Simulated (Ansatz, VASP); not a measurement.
One calculation of P, two programs

File INCAR:

```
SYSTEM = P
  PREC = Accurate
  ENCUT = 520
  EDIFF = 1E-7
  ISMEAR = 0
  SIGMA = 0.03
  LREAL = .FALSE.
  LASPH = .TRUE.
  NELM = 80
  ALGO = Normal
  ISIF = 2
  LWAVE = .FALSE.
  LCHARG = .FALSE.
  GGA = PE
  NBANDS = 18
```

The input KPOINTS:

```
regular mesh
0
G
  8 8 6
  0 0 0
```

Contents of POSCAR:

```
P
1.0
    1.6477431241     -5.4650377251      0.0000000000
    1.6477431241      5.4650377251      0.0000000000
    0.0000000000      0.0000000000      4.5436355900
P
4
Direct
    0.9041431300      0.0958568700      0.5888151700
    0.0958568700      0.9041431300      0.4111848300
    0.5958568700      0.4041431300      0.0888151700
    0.4041431300      0.5958568700      0.9111848300
```

Contents of input.yaml:

```yaml
crystal:
  lattice:
    - [1.6477431241, -5.4650377251, 0.0]
    - [1.6477431241, 5.4650377251, 0.0]
    - [0.0, 0.0, 4.54363559]
  atoms:
    - { symbol: P, position: [0.90414313, 0.09585687, 0.58881517] }
    - { symbol: P, position: [0.09585687, 0.90414313, 0.41118483] }
    - { symbol: P, position: [0.59585687, 0.40414313, 0.08881517] }
    - { symbol: P, position: [0.40414313, 0.59585687, 0.91118483] }
hamiltonian:
  xc: pbe
  pseudopotentials: { kind: paw }
kpoints:
  mp_grid: { grid: [8, 8, 6] }
scf:
  occupations: { method: gaussian, width: 0.03 }
output:
  forces: true
  stress: true
  eigenvalues: true
  write_density: true
  write_potential: true
  elf: true
  volumetric_format: npy
```

Alike in both runs: task single point; functional PBE; k mesh 8 × 8 × 6; occupations gaussian, width 0.03 eV; no spin polarisation.

|  | VASP | Ansatz |
| --- | --- | --- |
| version | VASP 6.6.1 | Ansatz 0.2.0 |
| potentials or method | VASP PAW PBE potentials, release 64 (P) | Ansatz PAW |
| plane-wave cutoff (eV) | 520 | 420 |
| valence electrons in the cell | 20 | 20 |

```tsv
	VASP	Ansatz	Ansatz less VASP
gap on the k mesh at the Fermi level (eV)	0.11	0.10	-0.015
least direct gap on the mesh (eV)	0.11	0.10	-0.015
pressure (GPa)	1.7	2.0	+0.34
traceless stress, the component that is largest in VASP (GPa)	0.20	0.22	+0.019
rms of the force components (eV/Å)	0.166	0.195	+0.0290
```

Atom by atom the forces differ by 0.031 eV/Å (rms over components).
